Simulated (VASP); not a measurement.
# C (Fmmm) in VASP: vibrations by perturbation theory with PBEsol

Aim: the vibrations by perturbation theory of C with PBEsol.

All numbers are computed with VASP 6.6.1; they aren't measurements. Logs are shortened: lines on timing, memory, paths and dates and some standing lists are left out, and cuts for length are marked.

### 1 The cell of the first run

It takes space group Fmmm (No. 69, orthorhombic). The conventional cell has a = 2.455 Å, b = 4.250 Å, c = 6.652 Å, α = 90.00°, β = 90.00°, γ = 90.00°. C (site symmetry m2m) has 3 C at 1.42 Å within 1.9 Å.

### 2 Vibrations by perturbation theory, PBEsol

INCAR reads:

```
PREC     = Accurate       # precision mode
ENCUT    = 520            # plane-wave cutoff, eV
EDIFF    = 1E-8           # SCF threshold, eV
ISMEAR   = -1             # smearing method
SIGMA    = 0.15           # smearing width, eV
LREAL    = False          # projectors in reciprocal space
LASPH    = True           # aspherical terms in the spheres
NELM     = 80             # most SCF steps
ALGO     = Normal         # electronic algorithm
ISIF     = 2              # what is computed and relaxed
LWAVE    = False          # write WAVECAR
LCHARG   = False          # write CHGCAR
GGA      = PS             # functional
NBANDS   = 16             # bands
IBRION   = 8              # ionic algorithm
NSW      = 1              # ionic steps
```

KPOINTS reads:

```
Automatic mesh
0
Gamma
  18 18 6
```

POSCAR reads:

```
C
1.0
    1.2277356916     -2.1250910107      0.0000000000
    1.2277356916      2.1250910107      0.0000000000
    0.0000000000      0.0000000000      6.6524111717
C
4
Direct
    0.0833153575      0.9166846425      0.7500000000
    0.5833153575      0.4166846425      0.2500000000
    0.9166846425      0.0833153575      0.2500000000
    0.4166846425      0.5833153575      0.7500000000
```

Potentials or basis: VASP PAW PBE potentials, release 64 (C).

Run with:

```console
$ cat potpaw_PBE.64/C/POTCAR > POTCAR
$ mpirun -np 1 vasp_std > vasp.out
```

OUTCAR:

```text
PREC = Accurate
   ENCUT = 520
   EDIFF = 1E-8
   ISMEAR = -1
   LREAL = False
   LASPH = True
   NELM = 80
   ISIF = 2
   GGA = PS
   IBRION = 8
   NSW = 1

 ion  position               nearest neighbor table
   1  0.083  0.917  0.750-   4 1.42   4 1.42   4 1.42
   2  0.583  0.417  0.250-   3 1.42   3 1.42   3 1.42
   3  0.917  0.083  0.250-   2 1.42   2 1.42   2 1.42
   4  0.417  0.583  0.750-   1 1.42   1 1.42   1 1.42

  LATTYP: Found a base centered orthorhombic cell.
 ALAT       =     2.4554713832
 B/A-ratio  =     1.7309026896
 C/A-ratio  =     2.7092195890

  Lattice vectors:

 A1 = (   1.2277356916,  -2.1250910107,   0.0000000000)
 A2 = (   1.2277356916,   2.1250910107,   0.0000000000)
 A3 = (   0.0000000000,   0.0000000000,   6.6524111717)

Analysis of symmetry for initial positions (statically):
=====================================================================
 Subroutine PRICEL returns following result:

  LATTYP: Found a face centered orthorhombic cell.
 ALAT       =     2.4554713832
 B/A-ratio  =     1.7309026896
 C/A-ratio  =     2.7092195890

  Lattice vectors:

 A1 = (   0.0000000000,  -2.1250910107,  -3.3262055859)
 A2 = (   1.2277356916,   0.0000000000,  -3.3262055859)
 A3 = (   1.2277356916,  -2.1250910107,  -0.0000000000)

   2 primitive cells build up your supercell.

 Routine SETGRP: Setting up the symmetry group for a
 base centered orthorhombic supercell.

 Subroutine GETGRP returns: Found  8 space group operations
 (whereof  4 operations were pure point group operations)
 out of a pool of  8 trial point group operations.

The static configuration has the point symmetry C_2h.
 The point group associated with its full space group is D_2h.

Analysis of symmetry for dynamics (positions and initial velocities):
=====================================================================
 Subroutine PRICEL returns following result:

  LATTYP: Found a face centered orthorhombic cell.
 ALAT       =     2.4554713832
 B/A-ratio  =     1.7309026896
 C/A-ratio  =     2.7092195890

  Lattice vectors:

 A1 = (   0.0000000000,  -2.1250910107,  -3.3262055859)
 A2 = (   1.2277356916,   0.0000000000,  -3.3262055859)
 A3 = (   1.2277356916,  -2.1250910107,  -0.0000000000)

   2 primitive cells build up your supercell.

 Routine SETGRP: Setting up the symmetry group for a
 base centered orthorhombic supercell.

 Subroutine GETGRP returns: Found  8 space group operations
 (whereof  4 operations were pure point group operations)
 out of a pool of  8 trial point group operations.

The dynamic configuration has the point symmetry C_2h.
 The point group associated with its full space group is D_2h.

 Subroutine INISYM returns: Found  8 space group operations
 (whereof  4 operations are pure point group operations),
[... 610 lines left out ...]
------------------------ aborting loop because EDIFF is reached ----------------------------------------

  FORCE on cell =-STRESS in cart. coord.  units (eV):
  Direction    XX          YY          ZZ          XY          YZ          ZX
  --------------------------------------------------------------------------------------
  -------------------------------------------------------------------------------------
  Total        0.6642887      0.6635521      0.4168649      0.0000000      0.0000000      0.0000000
  in kB       30.6602682     30.6262711     19.2404136      0.0000000      0.0000000      0.0000000
  external PRESSURE =      26.8423177 kB  Pullay stress =       0.0000000 kB

 VOLUME and BASIS-vectors are now :
 -----------------------------------------------------------------------------
  energy-cutoff  :      520.00
  volume of cell :       34.71
      direct lattice vectors                 reciprocal lattice vectors
     1.227735692 -2.125091011  0.000000000     0.407253779 -0.235284041  0.000000000
     1.227735692  2.125091011  0.000000000     0.407253779  0.235284041  0.000000000
     0.000000000  0.000000000  6.652411172     0.000000000  0.000000000  0.150321436

 POSITION                                       TOTAL-FORCE (eV/Angst)
 -----------------------------------------------------------------------------------
      1.22774      1.77099      4.98931         0.000000      0.000327      0.000000
      1.22774     -0.35411      1.66310         0.000000      0.000327      0.000000
      1.22774     -1.77099      1.66310         0.000000     -0.000327     -0.000000
      1.22774      0.35411      4.98931         0.000000     -0.000327     -0.000000
 -----------------------------------------------------------------------------------
    total drift:                                0.000000      0.000000      0.000000

  FREE ENERGIE OF THE ION-ELECTRON SYSTEM (eV)
  ---------------------------------------------------
  free  energy   TOTEN  =       -38.5607306583 eV

  energy  without entropy=      -38.5553302677  energy(sigma->0) =      -38.55803046

[... ionic steps 2 to 3 ...]

--------------------------------------- Ionic step        4  -------------------------------------------

------------------------ aborting loop because EDIFF is reached ----------------------------------------

--------------------------------------- Ionic step        5  -------------------------------------------

------------------------ aborting loop because EDIFF is reached ----------------------------------------

--------------------------------------- Ionic step        6  -------------------------------------------

 Free energy of the ion-electron system (eV)
  ---------------------------------------------------
  ---------------------------------------------------
  free energy    TOTEN  =        -0.13832944 eV

  energy without entropy =       -0.13832945

------------------------ aborting loop because EDIFF is reached ----------------------------------------

 INTERNAL STRAIN TENSOR  FOR ION    1  DIRECTION 3   (eV/Angst):
 -----------------------------------------------------------------------------
    -0.02381  0.00000  0.00000
     0.00000  0.02402 -0.14727
     0.00000 -0.14767  0.00107

 INTERNAL STRAIN TENSOR FOR ION    4 for displacements in x,y,z  (eV/Angst):
          X           Y           Z          XY          YZ          ZX
  --------------------------------------------------------------------------------
  x     0.00000     0.00000     0.00000   -12.34254     0.00000     0.00000
  y   -12.85446    13.00393    -0.04012     0.00000     0.00000     0.00000
  z     0.00000     0.00000     0.00000     0.00000     0.14767     0.00000

 SECOND DERIVATIVES (NOT SYMMETRIZED)
 ------------------------------------
               1X          1Y          1Z          2X          2Y          2Z          3X          3Y          3Z          4X          4Y          4Z
  1X   -56.074507    0.000000    0.000000    0.468015    0.000000    0.000000   -0.409822    0.000000    0.000000   56.016314    0.000000    0.000000
  1Y     0.000000  -55.406028    0.000000    0.000000   -0.228921    0.000000    0.000000    0.168812    0.000000    0.000000   55.466138    0.000000
  1Z     0.000000    0.000000  -16.771368    0.000000    0.000000    0.236214    0.000000    0.000000    0.103743    0.000000    0.000000   16.431411
  2X     0.468015    0.000000    0.000000  -56.074507    0.000000    0.000000   56.016314    0.000000    0.000000   -0.409822    0.000000    0.000000
  2Y     0.000000   -0.228921    0.000000    0.000000  -55.406028    0.000000    0.000000   55.466138    0.000000    0.000000    0.168812    0.000000
  2Z     0.000000    0.000000    0.236214    0.000000    0.000000  -16.771368    0.000000    0.000000   16.431411    0.000000    0.000000    0.103743
  3X    -0.409822    0.000000    0.000000   56.016314    0.000000    0.000000  -56.074507    0.000000    0.000000    0.468015    0.000000    0.000000
  3Y     0.000000    0.168812    0.000000    0.000000   55.466138    0.000000    0.000000  -55.406028    0.000000    0.000000   -0.228921    0.000000
  3Z     0.000000    0.000000    0.103743    0.000000    0.000000   16.431411    0.000000    0.000000  -16.771368    0.000000    0.000000    0.236214
  4X    56.016314    0.000000    0.000000   -0.409822    0.000000    0.000000    0.468015    0.000000    0.000000  -56.074507    0.000000    0.000000
  4Y     0.000000   55.466138    0.000000    0.000000    0.168812    0.000000    0.000000   -0.228921    0.000000    0.000000  -55.406028    0.000000
  4Z     0.000000    0.000000   16.431411    0.000000    0.000000    0.103743    0.000000    0.000000    0.236214    0.000000    0.000000  -16.771368

 Eigenvectors and eigenvalues of the dynamical matrix
 ----------------------------------------------------

   1 f  =   47.944647 THz   301.245104 2PiTHz 1599.261291 cm-1   198.283040 meV
             X         Y         Z           dx          dy          dz
      1.227736  1.770986  4.989308    -0.500000   -0.000000   -0.000000
      1.227736 -0.354105  1.663103     0.500000   -0.000000    0.000000
      1.227736 -1.770986  1.663103    -0.500000    0.000000    0.000000
      1.227736  0.354105  4.989308     0.500000    0.000000   -0.000000
[... 57 lines left out ...]
  10 f  =    0.000000 THz     0.000003 2PiTHz    0.000016 cm-1     0.000002 meV
             X         Y         Z           dx          dy          dz
      1.227736  1.770986  4.989308    -0.254822   -0.427448    0.048517
      1.227736 -0.354105  1.663103    -0.254822   -0.427448    0.048517
      1.227736 -1.770986  1.663103    -0.254822   -0.427448    0.048517
      1.227736  0.354105  4.989308    -0.254822   -0.427448    0.048517

  11 f/i=    0.000000 THz     0.000001 2PiTHz    0.000005 cm-1     0.000001 meV
             X         Y         Z           dx          dy          dz
      1.227736  1.770986  4.989308     0.428447   -0.247095    0.073331
      1.227736 -0.354105  1.663103     0.428447   -0.247095    0.073331
      1.227736 -1.770986  1.663103     0.428447   -0.247095    0.073331
      1.227736  0.354105  4.989308     0.428447   -0.247095    0.073331

  12 f/i=    1.564038 THz     9.827140 2PiTHz   52.170688 cm-1     6.468338 meV
             X         Y         Z           dx          dy          dz
      1.227736  1.770986  4.989308    -0.000000    0.500000   -0.000000
      1.227736 -0.354105  1.663103    -0.000000   -0.500000   -0.000000
      1.227736 -1.770986  1.663103    -0.000000   -0.500000   -0.000000
      1.227736  0.354105  4.989308    -0.000000    0.500000   -0.000000

--------------------------------------------------------------------------------------------------------

 ELASTIC MODULI CONTR FROM IONIC RELAXATION (kBar)
 Direction    XX          YY          ZZ          XY          YZ          ZX
 --------------------------------------------------------------------------------
 XX        -274.1631    277.3511     -0.8557      0.0000     -0.0000      0.0000
 YY         277.3511   -280.5761      0.8656     -0.0000      0.0000      0.0000
 ZZ          -0.8557      0.8656     -0.0027      0.0000     -0.0000      0.0000
 XY           0.0000     -0.0000      0.0000   -252.8904     -0.0000      0.0000
 YZ          -0.0000      0.0000     -0.0000     -0.0000     -0.1217      0.0000
 ZX           0.0000      0.0000      0.0000      0.0000      0.0000      0.0000
 --------------------------------------------------------------------------------
```

It took 20 min on 1 thread of Oxide Virtual Turin-like, shared host; peak memory 0.64 GiB.

What came out:

```yaml
Highest_phonon_frequency_at_Γ: 1599 cm⁻¹
Most_unstable_mode: 52i cm⁻¹
```

Phonon frequencies in cm⁻¹ (negative: imaginary):
```tsv
q point	frequencies
(0.000, 0.000, 0.000)	-52 0 0 0 51 124 865 869 1582 1587 1587 1599
```

Caveat: the cell stands under pressure or tension, which shifts response properties; some modes are imaginary; this functional lacks dispersion, which binds layers or chains, so the pressure and a relaxed spacing across them are unreliable; the PAW data sets were made with another functional, which shifts forces and pressure a little.
